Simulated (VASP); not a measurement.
Input of a VASP 6.6.1 run:

Contents of INCAR:

```
SYSTEM = YLuN2
ALGO = Normal
EDIFF = 1E-7
ENCUT = 520
GGA = PE
ISIF = 2
ISMEAR = -1
LASPH = .TRUE.
LCHARG = .FALSE.
LREAL = .FALSE.
LWAVE = .FALSE.
NBANDS = 31
NELM = 80
PREC = Accurate
SIGMA = 0.02
```

Contents of KPOINTS:

```
k-points
0
G
  8 8 6
  0 0 0
```

The input POSCAR:

```
YLuN2
1.0
    3.4090366880      0.0000000000      0.0000000000
    0.0000000000      3.4090366880      0.0000000000
    0.0000000000      0.0000000000      4.8188382189
Y N Lu
1 2 1
Direct
    0.0000000000      0.0000000000      0.0000000000
    0.0000000000      0.0000000000      0.5000000000
    0.5000000000      0.5000000000      0.0000000000
    0.5000000000      0.5000000000      0.5000000000
```

Potentials or basis: VASP PAW PBE potentials, release 64 (Y_sv, N, Lu).

Launch:

```bash
$ cat potpaw_PBE.64/Y_sv/POTCAR potpaw_PBE.64/N/POTCAR potpaw_PBE.64/Lu/POTCAR > POTCAR
$ mpirun -np 1 vasp_std > vasp.out
```

Problem. Estimate the pressure.

Solution. 2.1 GPa.

Problem. Predict the band gap on the k mesh.

Solution. 0.05 eV, direct.

Caveat: spin-orbit coupling is left out, which moves the levels of the heavy elements. A k mesh can miss the band edges.
